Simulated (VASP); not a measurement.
# SiNi (WC type) (P-6m2) in VASP: notebook, part 2 of 2

VASP 6.6.1. The steps go on from the part before.

## (3) Density of states, PBE

This run uses another cell than the first one, of 13.09 Å³/atom, 1.818 times its volume.

Input file POSCAR:

```
SiNi
1.0
    3.4865879049      0.0000000000      0.0000000000
   -1.7432939524      3.0194736982      0.0000000000
    0.0000000000      0.0000000000      2.4874526859
Ni Si
1 1
Direct
    0.0000000000      0.0000000000      0.0000000000
    0.3333333333      0.6666666667      0.5000000000
```

Input file INCAR.step1:

```
SYSTEM = SiNi
PREC     = Accurate       ! precision mode
ENCUT    = 520            ! plane-wave cutoff, eV
EDIFF    = 1E-6           ! SCF threshold, eV
ISMEAR   = -1             ! smearing method
SIGMA    = 0.1            ! smearing width, eV
LREAL    = .FALSE.        ! projectors in reciprocal space
LASPH    = .TRUE.         ! aspherical terms in the spheres
NELM     = 60             ! most SCF steps
ALGO     = Normal         ! electronic algorithm
ISIF     = 2              ! what is computed and relaxed
LWAVE    = .FALSE.        ! write WAVECAR
LCHARG   = .TRUE.         ! write CHGCAR
LMAXMIX  = 4              ! l up to which the mixer works
GGA      = PE             ! functional
NBANDS   = 14             ! bands
```

Input file KPOINTS.step1:

```
Automatic mesh
0
G
  14 14 13
  0 0 0
```

Input file INCAR.step2:

```
SYSTEM = SiNi
PREC     = Accurate       ! precision mode
ENCUT    = 520            ! plane-wave cutoff, eV
EDIFF    = 1E-6           ! SCF threshold, eV
ISMEAR   = -5             ! smearing method
SIGMA    = 0.1            ! smearing width, eV
LREAL    = .FALSE.        ! projectors in reciprocal space
LASPH    = .TRUE.         ! aspherical terms in the spheres
NELM     = 60             ! most SCF steps
ALGO     = Normal         ! electronic algorithm
ISIF     = 2              ! what is computed and relaxed
LWAVE    = .FALSE.        ! write WAVECAR
LCHARG   = .FALSE.        ! write CHGCAR
LMAXMIX  = 4              ! l up to which the mixer works
GGA      = PE             ! functional
LORBIT   = 10             ! projections on sites
NEDOS    = 1001           ! points of the DOS
ICHARG   = 11             ! starting density
```

Input file KPOINTS.step2:

```
Automatic mesh
0
G
  21 21 20
  0 0 0
```

Potentials or basis: VASP PAW PBE potentials, release 64 (Ni, Si).

Started as:

```
$ cat potpaw_PBE.64/Ni/POTCAR potpaw_PBE.64/Si/POTCAR > POTCAR
$ cp INCAR.step1 INCAR
$ cp KPOINTS.step1 KPOINTS
$ mpirun -np 1 vasp_std > vasp.out
$ cp INCAR.step2 INCAR
$ cp KPOINTS.step2 KPOINTS
$ mpirun -np 1 vasp_std > vasp.out
```

OUTCAR:

```text
SYSTEM = SiNi
   PREC = Accurate
   ENCUT = 520
   EDIFF = 1E-6
   ISMEAR = -5
   LREAL = .FALSE.
   LASPH = .TRUE.
   NELM = 60
   ISIF = 2
   GGA = PE
   LORBIT = 10
   ICHARG = 11

 ion  position               nearest neighbor table
   1  0.000  0.000  0.000-   2 2.37   2 2.37   2 2.37   2 2.37   2 2.37   2 2.37
   2  0.333  0.667  0.500-   1 2.37   1 2.37   1 2.37   1 2.37   1 2.37   1 2.37

  LATTYP: Found a hexagonal cell.
 ALAT       =     3.4865879049
 C/A-ratio  =     0.7134346684

  Lattice vectors:

 A1 = (   3.4865879049,   0.0000000000,   0.0000000000)
 A2 = (  -1.7432939524,   3.0194736982,   0.0000000000)
 A3 = (   0.0000000000,   0.0000000000,   2.4874526859)

Analysis of symmetry for initial positions (statically):
=====================================================================
 Subroutine PRICEL returns:
 Original cell was already a primitive cell.

 Routine SETGRP: Setting up the symmetry group for a
 hexagonal supercell.

 Subroutine GETGRP returns: Found 12 space group operations
 (whereof 12 operations were pure point group operations)
 out of a pool of 24 trial point group operations.

The static configuration has the point symmetry D_3h.

Analysis of symmetry for dynamics (positions and initial velocities):
=====================================================================
 Subroutine PRICEL returns:
 Original cell was already a primitive cell.

 Routine SETGRP: Setting up the symmetry group for a
 hexagonal supercell.

 Subroutine GETGRP returns: Found 12 space group operations
 (whereof 12 operations were pure point group operations)
 out of a pool of 24 trial point group operations.

The dynamic configuration has the point symmetry D_3h.

 Subroutine INISYM returns: Found 12 space group operations
 (whereof 12 operations are pure point group operations),
 and found     1 'primitive' translations

----------------------------------------------------------------------------------------

                                     Primitive cell

  volume of cell :      26.1871

  direct lattice vectors                    reciprocal lattice vectors
     3.486587905  0.000000000  0.000000000     0.286813362  0.165591772  0.000000000
    -1.743293952  3.019473698  0.000000000     0.000000000  0.331183544  0.000000000
     0.000000000  0.000000000  2.487452686     0.000000000  0.000000000  0.402017697

  length of vectors
     3.486587905  3.486587905  2.487452686     0.331183544  0.331183544  0.402017697

  position of ions in fractional coordinates (direct lattice)
     0.000000000  0.000000000  0.000000000
     0.333333333  0.666666667  0.500000000

  ion indices of the primitive-cell ions
   primitive index   ion index
                 1           1
                 2           2

----------------------------------------------------------------------------------------

 KPOINTS: Automatic mesh

Automatic generation of k-mesh.
 Grid dimensions read from file:
 generate k-points for:   21   21   20

 Generating k-lattice:

  Cartesian coordinates                     Fractional coordinates (reciprocal lattice)
     0.013657779  0.007885322  0.000000000     0.047619048  0.000000000  0.000000000
[... 44 lines left out ...]
   number of dos      NEDOS =   1001   number of ions     NIONS =      2
   total plane-waves  NPLWV =  15680
   dimension x,y,z NGX =    28 NGY =   28 NGZ =   20
   dimension x,y,z NGXF=    56 NGYF=   56 NGZF=   40
   ions per type =               1   1
   NGX,Y,Z   is equivalent  to a cutoff of  13.35, 13.35, 13.37 a.u.
   NGXF,Y,Z  is equivalent  to a cutoff of  26.70, 26.70, 26.73 a.u.
 SYSTEM =  SiNi
   PREC   = accura    normal or accurate (medium, high low for compatibility)
   ISTART =      0    job   : 0-new  1-cont  2-samecut
   ICHARG =     11    charge: 1-file 2-atom 10-const
   ISPIN  =      1    spin polarized calculation?
   LNONCOLLINEAR =      F non collinear calculations
   LSORBIT =      F    spin-orbit coupling
   LASPH  =      T    aspherical Exc in radial PAW
   ENCUT  =  520.0 eV  38.22 Ry    6.18 a.u.   6.48  6.48  4.63*2*pi/ulx,y,z
   NELM   =     60;   NELMIN=  2; NELMDL=  0     # of ELM steps
   EDIFF  = 0.1E-05   stopping-criterion for ELM
   LREAL  =      F    real-space projection
   EDIFFG = 0.1E-04   stopping-criterion for IOM
   NSW    =      0    number of steps for IOM
   IBRION =     -1    ionic relax: 0-MD 1-quasi-New 2-CG
   NFREE  =      0    steps in history (QN), initial steepest desc. (CG)
   ISIF   =      2    stress and relaxation
   ISYM   =      2    0-nonsym 1-usesym 2-fastsym
   POTIM  = 0.5000    time-step for ionic-motion
   TEBEG  =    0.0;   TEEND  =   0.0 temperature during run
   PSTRESS=    0.0 pullay stress
   NELECT =      14.0000    total number of electrons
   NUPDOWN=      -1.0000    fix difference up-down
   EMIN   =  10.00;   EMAX   =-10.00  energy-range for DOS
   EFERMI =   0.00;   METHOD = LEGACY
   ISMEAR =    -5;   SIGMA  =   0.10  broadening in eV -4-tet -1-fermi 0-gaus
   EFERMI_NEDOS =   21; number of points for ismear=-14 and -15
   IALGO  =     38    algorithm
   IMIX   =      4    mixing-type and parameters
     AMIX     =   0.40;   BMIX     =  1.00
     AMIX_MAG =   1.60;   BMIX_MAG =  1.00
  volume/ion in A,a.u.               =      13.09        88.36
  Fermi-wavevector in a.u.,A,eV,Ry     =   1.328685  2.510850 24.019767  1.765403
  Thomas-Fermi vector in A             =   2.457904
   LORBIT       =     10    0 simple, 1 ext, 2 COOP (PROOUT), +10 PAW based schemes
   GGA     = PE    functional components
   LHFCALC =     F    Hartree Fock is set to
   AEXX    =    0.0000 exact exchange contribution
   IVDW    =     0    specifies the selected vdW correction
   LEPSILON=     F    determine dielectric tensor
   LRPA    =     F    only Hartree local field effects (RPA)
 non-spin polarized calculation
 Fermi weights with tetrahedron method with Bloechl corrections
  energy-cutoff  :      520.00
  volume of cell :       26.19
 maximum number of plane-waves:       754
 NGX is ok and might be reduce to    28

 number of electron      14.0000004 magnetization

 Free energy of the ion-electron system (eV)
  ---------------------------------------------------
  ext. energy  EPLUGINS =         0.00000000
  ---------------------------------------------------
  free energy    TOTEN  =       -11.65677067 eV

  energy without entropy =      -11.65677067  energy(sigma->0) =      -11.65677067

 E-fermi :   9.1303     XC(G=0): -11.7148

 val. band max:        9.1582119320   @ k =   0.1905   0.1905   0.3500
 cond. band min:       9.1396847267   @ k =   0.1905   0.1429   0.0500
 fundamental gap:     -0.0185272053
 Fermi energy:         9.1303429457

 k-point     1 :       0.0000    0.0000    0.0000
  band No.  band energies     occupation
      1      -3.2727      2.00000
      2       5.4679      2.00000
      3       5.5769      2.00000
      4       5.5769      2.00000
      5       7.5646      2.00000
      6       7.5646      2.00000
      7      11.8003      0.00000
      8      11.8003      0.00000
      9      14.0372      0.00000
     10      15.4287      0.00000
     11      15.4287      0.00000
[... 309 lines left out ...]
 k-point    24 :       0.1905    0.0952    0.0000
  band No.  band energies     occupation
      1      -2.3970      2.00000
      2       4.2891      2.00000
      3       5.6566      2.00000
      4       5.9639      2.00000
      5       7.4667      2.00000
      6       7.5380      2.00000
      7       8.6110      2.09975
      8       9.5555     -0.05150
      9      14.6994      0.00000
     10      17.0002      0.00000
     11      19.2189      0.00000

 [... further k-points ...]
[... 5 lines left out ...]
  --------------------------------------------------------------------------------------
  -------------------------------------------------------------------------------------
  Total        0.5100369      0.5100369      0.5780515      0.0000000      0.0000000      0.0000000
  in kB       31.2050930     31.2050930     35.3663635      0.0000000      0.0000000      0.0000000
  external PRESSURE =      32.5921832 kB  Pullay stress =       0.0000000 kB

 VOLUME and BASIS-vectors are now :
 -----------------------------------------------------------------------------
  energy-cutoff  :      520.00
  volume of cell :       26.19
      direct lattice vectors                 reciprocal lattice vectors
     3.486587905  0.000000000  0.000000000     0.286813362  0.165591772  0.000000000
    -1.743293952  3.019473698  0.000000000     0.000000000  0.331183544  0.000000000
     0.000000000  0.000000000  2.487452686     0.000000000  0.000000000  0.402017697

 POSITION                                       TOTAL-FORCE (eV/Angst)
 -----------------------------------------------------------------------------------
      0.00000      0.00000      0.00000        -0.000000     -0.000000      0.000000
     -0.00000      2.01298      1.24373         0.000000      0.000000      0.000000
 -----------------------------------------------------------------------------------
    total drift:                               -0.000073      0.000042      0.000000

  FREE ENERGIE OF THE ION-ELECTRON SYSTEM (eV)
  ---------------------------------------------------
  free  energy   TOTEN  =       -11.6567706650 eV

  energy  without entropy=      -11.6567706650  energy(sigma->0) =      -11.65677067

 total charge

# of ion       s       p       d       tot
------------------------------------------
    1        0.517   0.586   8.452   9.554
    2        0.739   0.873   0.000   1.612
--------------------------------------------------
tot          1.256   1.459   8.452  11.167
```

It used 100 s of CPU time on 1 thread of AMD EPYC 7R13 Processor (Zen 3), with other jobs on the host.

What came out:

| Item | Value |
| --- | --- |
| Valence electrons inside the program's atomic spheres | Ni 9.55; Si 1.61 |

Caveat: tetrahedron occupations give inexact forces and stress in metals. Spin polarisation is off, so any magnetic state and its effect on volume and gap are missing.
